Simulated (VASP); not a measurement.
# Mg8HO8 (a cell with a defect): single point with PBE

Mg8HO8 (a cell with a defect):

```xyz
17
Lattice="0.0000 3.9520 3.9520 3.9520 0.0000 3.9520 3.9520 3.9520 0.0000" Properties=species:S:1:pos:R:3 pbc="T T T"
Mg    0.2061    0.0833    0.2172
Mg    2.0008    2.0578    0.1670
Mg    2.1743   -0.0277    2.3080
Mg    4.1381    2.0332    2.2533
Mg    0.1221    1.9722    2.1025
Mg    2.1495    3.8650    2.0572
Mg    1.8712    2.1849    4.1552
Mg    3.9659    4.1740    4.0841
O     1.9928    1.9153    2.1364
O     4.0327    4.0157    2.1485
O     4.0742    2.0366    4.0030
O     6.0098    3.9493    4.1567
O     2.0417    4.0429    4.0664
O     4.0414    6.0308    4.1048
O     4.0476    4.2089    5.9812
O     6.0982    5.9239    6.1352
H     3.0814    1.0578    3.3637
```

| Quantity | Value |
| --- | --- |
| Program | VASP 6.6.1 |
| Task | single point |
| Functional | PBE |
| Potentials or basis | VASP PAW PBE potentials, release 64 (Mg, O, H) |
| Cutoff | 520 eV |
| k mesh | 2 × 2 × 2 |
| Occupations | fermi-dirac, width 0.05 eV |
| Spin | collinear spin |
| Starting moments | [0.0, 0.0, 0.0, 0.0, 0.0, 0.0, 0.0, 0.0, 0.0, 0.0, 0.0, 0.0, 0.0, 0.0, 0.0, 0.0, 1.0] μB |

| Property | Result |
| --- | --- |
| Pressure | 69.5 GPa |
| Largest force | 5.676 eV/Å |
| Net moment | 0.75 μB per cell |
| Site moments | Mg +0.01, +0.00 (each value once); O +0.04, -0.00, +0.10, +0.09, +0.05 (each value once); H +0.25 μB |
| Valence electrons inside the program's atomic spheres | Mg 0.61, 0.59, 0.66, 0.57, 0.58, 0.60 (each value once); O 5.22, 5.25, 5.24, 5.26, 5.27, 5.23 (each value once); H 0.63 |

Forces on the atoms (eV/Å):
```
Mg  -1.748 -0.341 -0.562
Mg   1.573 -0.894  0.570
Mg  -0.801  0.970 -2.151
Mg  -1.073  1.408 -3.327
Mg  -0.785  1.568 -0.561
Mg  -1.756  1.377  1.048
Mg   3.947 -2.363 -0.084
Mg   0.810 -2.288  0.475
O    0.368  1.861 -0.426
O    1.177 -0.933 -0.090
O    0.067  2.474  5.108
O   -1.309 -0.036  0.891
O    0.966 -0.118  0.447
O   -1.839  1.153  0.063
O    1.557 -4.866  0.234
O   -0.283  0.777 -1.162
H   -0.871  0.252 -0.473
```

Stress tensor (GPa, compression positive):
```
71.10  3.36 -0.41
 3.36 68.72  0.13
-0.41  0.13 68.82
```

Levels at points of the mesh, in eV from the Fermi level:
Spin up:
| k point | band 29 | band 30 | band 31 | band 32 | band 33 | band 34 | band 35 | band 36 | band 37 | band 38 |
| --- | --- | --- | --- | --- | --- | --- | --- | --- | --- | --- |
| (0.00, 0.00, 0.00) | -6.06 | -5.43 | -5.36 | -5.30 | -1.80 | 1.64 | 3.42 | 3.61 | 3.69 | 3.76 |
| (0.50, 0.00, 0.00) | -5.93 | -5.86 | -5.79 | -5.64 | -0.80 | 3.29 | 3.99 | 4.85 | 5.19 | 5.37 |
| (0.00, 0.50, 0.00) | -5.98 | -5.85 | -5.73 | -5.69 | -0.82 | 3.43 | 3.97 | 5.06 | 5.14 | 5.22 |
| (0.00, 0.00, 0.50) | -5.96 | -5.90 | -5.72 | -5.58 | -0.18 | 3.38 | 3.73 | 4.95 | 5.13 | 5.37 |
| (0.50, 0.50, 0.50) | -5.97 | -5.92 | -5.72 | -5.58 | -0.26 | 3.30 | 3.73 | 4.83 | 5.11 | 5.31 |
| (0.50, 0.50, 0.00) | -6.26 | -6.20 | -5.97 | -5.82 | -0.20 | 4.35 | 4.81 | 5.11 | 5.41 | 5.81 |
| (0.00, 0.50, 0.50) | -6.17 | -6.14 | -6.04 | -5.97 | 0.09 | 4.27 | 4.57 | 5.16 | 5.31 | 5.82 |
| (0.50, 0.00, 0.50) | -6.25 | -6.21 | -5.94 | -5.91 | -0.11 | 4.21 | 5.15 | 5.28 | 5.62 | 5.81 |
Spin down:
```tsv
k point	band 28	band 29	band 30	band 31	band 32	band 33	band 34	band 35	band 36	band 37
(0.00, 0.00, 0.00)	-6.09	-6.02	-5.34	-5.29	-5.22	-0.57	1.74	3.43	3.64	3.70
(0.50, 0.00, 0.00)	-6.43	-5.84	-5.76	-5.72	-5.60	0.48	3.31	4.07	4.86	5.22
(0.00, 0.50, 0.00)	-6.36	-5.96	-5.83	-5.62	-5.57	0.48	3.45	4.05	5.08	5.17
(0.00, 0.00, 0.50)	-6.31	-5.92	-5.87	-5.62	-5.51	1.11	3.40	3.81	4.96	5.18
(0.50, 0.50, 0.50)	-6.27	-5.94	-5.90	-5.63	-5.49	1.04	3.32	3.80	4.85	5.13
(0.50, 0.50, 0.00)	-6.23	-6.20	-6.08	-5.93	-5.73	1.15	4.39	4.84	5.14	5.46
(0.00, 0.50, 0.50)	-6.26	-6.12	-6.04	-5.94	-5.90	1.43	4.31	4.60	5.17	5.40
(0.50, 0.00, 0.50)	-6.30	-6.18	-6.14	-5.87	-5.80	1.24	4.25	5.18	5.31	5.64
```

It took 7.7 min on 1 thread of Intel Xeon 8259CL (shared host), peak memory 0.35 GiB.

Caveat: the k points lie up to 0.69 Å⁻¹ apart; a moment this small can come from the mesh or the smearing; the atoms stand as in a frame of molecular dynamics.
